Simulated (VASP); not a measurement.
# Ta3N (Pm-3m) in VASP: further runs, part 2 of 2

VASP 6.6.1. The steps go on from the part before.

## Step 4: Relaxation of cell and atoms, r2SCAN

This run uses another cell than the first one, of 14.82 Å³/atom, 0.972 times its volume.

POSCAR reads:

```
Ta3N
1.0
    3.8993387023      0.0000000000      0.0000000000
    0.0000000000      3.8993387023      0.0000000000
    0.0000000000      0.0000000000      3.8993387023
Ta N
3 1
Direct
    0.0000000000      0.5000000000      0.5000000000
    0.5000000000      0.0000000000      0.5000000000
    0.5000000000      0.5000000000      0.0000000000
    0.0000000000      0.0000000000      0.0000000000
```

INCAR.step1 reads:

```
PREC = Accurate ; ENCUT = 600
ISMEAR = 0 ; SIGMA = 0.1
LREAL = False ; LASPH = True
NELM = 80 ; GGA = PE
ALGO = Normal ; EDIFF = 1E-4
LWAVE = True ; LCHARG = False
```

INCAR.step2 reads:

```
PREC = Accurate ; ENCUT = 600
EDIFF = 1E-6 ; ISMEAR = 0
SIGMA = 0.1 ; LREAL = False
LASPH = True ; NELM = 80
ALGO = Normal ; ISIF = 3
LWAVE = False ; LCHARG = False
METAGGA = R2SCAN ; LMIXTAU = True
IBRION = 2 ; NSW = 90
EDIFFG = -0.04 ; ISTART = 1
```

KPOINTS reads:

```
Automatic mesh
0
Gamma
  4 4 4
```

Potentials or basis: VASP PAW PBE potentials, release 64 (Ta_pv, N).

Run with:

```
$ cat potpaw_PBE.64/Ta_pv/POTCAR potpaw_PBE.64/N/POTCAR > POTCAR
$ cp INCAR.step1 INCAR
$ mpirun -np 1 vasp_std > vasp.out
$ cp INCAR.step2 INCAR
$ mpirun -np 1 vasp_std > vasp.out
```

OUTCAR:

```text
PREC = Accurate
   ENCUT = 600
   EDIFF = 1E-6
   ISMEAR = 0
   LREAL = False
   LASPH = True
   NELM = 80
   ISIF = 3
   METAGGA = R2SCAN
   IBRION = 2
   NSW = 90
   EDIFFG = -0.04
   ISTART = 1

 ion  position               nearest neighbor table
   1  0.000  0.500  0.500-   2 2.76   3 2.76   3 2.76   2 2.76   2 2.76   3 2.76   3 2.76   2 2.76

   2  0.500  0.000  0.500-   1 2.76   3 2.76   3 2.76   1 2.76   3 2.76   3 2.76   1 2.76   1 2.76

   3  0.500  0.500  0.000-   1 2.76   2 2.76   1 2.76   2 2.76   2 2.76   2 2.76   1 2.76   1 2.76

   4  0.000  0.000  0.000-

  LATTYP: Found a simple cubic cell.
 ALAT       =     3.8993387023

  Lattice vectors:

 A1 = (   3.8993387023,   0.0000000000,   0.0000000000)
 A2 = (   0.0000000000,   3.8993387023,   0.0000000000)
 A3 = (   0.0000000000,   0.0000000000,   3.8993387023)

Analysis of symmetry for initial positions (statically):
=====================================================================
 Subroutine PRICEL returns:
 Original cell was already a primitive cell.

 Routine SETGRP: Setting up the symmetry group for a
 simple cubic supercell.

[... 143 lines left out ...]
 maximum number of plane-waves:      2000
 NGX is ok and might be reduce to    32
   NGX = 15   NGY = 15   NGZ = 15

--------------------------------------- Ionic step        1  -------------------------------------------

 number of electron      38.0000012 magnetization

 Free energy of the ion-electron system (eV)
  ---------------------------------------------------
  ext. energy  EPLUGINS =         0.00000000
  ---------------------------------------------------
  free energy    TOTEN  =      -150.63949783 eV

  energy without entropy =     -150.62101592  energy(sigma->0) =     -150.63025687

------------------------ aborting loop because EDIFF is reached ----------------------------------------

  FORCE on cell =-STRESS in cart. coord.  units (eV):
  Direction    XX          YY          ZZ          XY          YZ          ZX
  --------------------------------------------------------------------------------------
  -------------------------------------------------------------------------------------
  Total        2.4299426      2.4299426      2.4299426      0.0000000     -0.0000000      0.0000000
  in kB       65.6649646     65.6649646     65.6649646      0.0000000     -0.0000000      0.0000000
  external PRESSURE =      65.6649646 kB  Pullay stress =       0.0000000 kB
[... 63 lines left out ...]
--------------------------------------- Ionic step        3  -------------------------------------------

 number of electron      38.0000006 magnetization

 Free energy of the ion-electron system (eV)
  ---------------------------------------------------
  ext. energy  EPLUGINS =         0.00000000
  ---------------------------------------------------
  free energy    TOTEN  =      -150.67843200 eV

  energy without entropy =     -150.65797432  energy(sigma->0) =     -150.66820316

 E-fermi :   6.1654     XC(G=0): -13.5913

 val. band max:        6.1198657164   @ k =   0.5000   0.2500   0.0000
 cond. band min:       6.2358015965   @ k =   0.5000   0.5000   0.0000
 fundamental gap:      0.1159358801
 Fermi energy:         6.1653647163

 k-point     1 :       0.0000    0.0000    0.0000
  band No.  band energies     occupation
      1     -30.0063      2.00000
      2     -30.0063      2.00000
      3     -30.0063      2.00000
      4     -29.2365      2.00000
      5     -29.2365      2.00000
      6     -29.2365      2.00000
[... 280 lines left out ...]
  FREE ENERGIE OF THE ION-ELECTRON SYSTEM (eV)
  ---------------------------------------------------
  free  energy   TOTEN  =      -150.6784320040 eV

  energy  without entropy=     -150.6579743159  energy(sigma->0) =     -150.66820316

 reached required accuracy - stopping structural energy minimisation
```

It took 92 s on 1 thread of AMD EPYC 9R45 (Zen 5), shared host; peak memory 0.17 GiB.

Results:

```
Free energy                            : -150.6784 eV
Relaxed volume                         : 15.32 Å³/atom
Relaxed cell                           : a = 3.942 Å, b = 3.942 Å, c = 3.942 Å, α = 90.00°, β = 90.00°, γ = 90.00°
Space group after relaxing (to 0.05 Å) : Pm-3m (No. 221)
Energy gained by relaxing              : 9.7 meV/atom
Ionic steps                            : 3
Pressure after relaxing                : -0.1 GPa
Band gap on the k mesh                 : zero (band 19 reaches 6.26 eV, above the bottom of band 20 at 3.69 eV)
```

Step by step:
| step | energy change (eV) | largest force (eV/Å) | pressure (GPa) | volume (Å³) |
| --- | --- | --- | --- | --- |
| 1 | 0.0000 | 0.0000 | 6.57 | 59.29 |
| 2 | 0.0633 | 0.0000 | -9.17 | 64.66 |
| 3 | -0.0389 | 0.0000 | -0.07 | 61.28 |

Final structure:
```
Ta N
1.0
     3.94241    0.00000    0.00000
     0.00000    3.94241    0.00000
     0.00000    0.00000    3.94241
Ta N
3 1
Direct
  0.00000 0.50000 0.50000
  0.50000 0.00000 0.50000
  0.50000 0.50000 0.00000
  0.00000 0.00000 0.00000
```

Caveat: the k points lie up to 0.40 Å⁻¹ apart in the final cell; the PAW data sets were made with another functional, which shifts forces and pressure a little; spin-orbit coupling is left out, which moves the levels of the heavy elements.

## Step 5: The runs side by side

| task | cell | k mesh | cutoff (eV) | gap on the mesh (eV) | pressure (GPa) |
| --- | --- | --- | --- | --- | --- |
| single point | a = 3.937 Å, 4 atoms | 4 × 4 × 4 | 520 | none | 0.7 |
| single point | a = 3.899 Å, 4 atoms | 6 × 6 × 6 | 520 | none | 5.6 |
| relaxation of cell and atoms | relaxed from a = 3.899 Å, 4 atoms | 4 × 4 × 4 | 600 | none | -0.1 |

Alike in all rows: level r2SCAN; potentials or basis VASP PAW PBE potentials, release 64 (Ta_pv, N); no spin polarisation; smearing gaussian 0.1 eV.

Caveats: some runs use coarse meshes; the PAW data sets were made with another functional, which shifts forces and pressure a little; spin-orbit coupling is left out, which moves the levels of the heavy elements.

Total energies depend on the potentials used, so only differences within one code and one set of settings carry meaning.
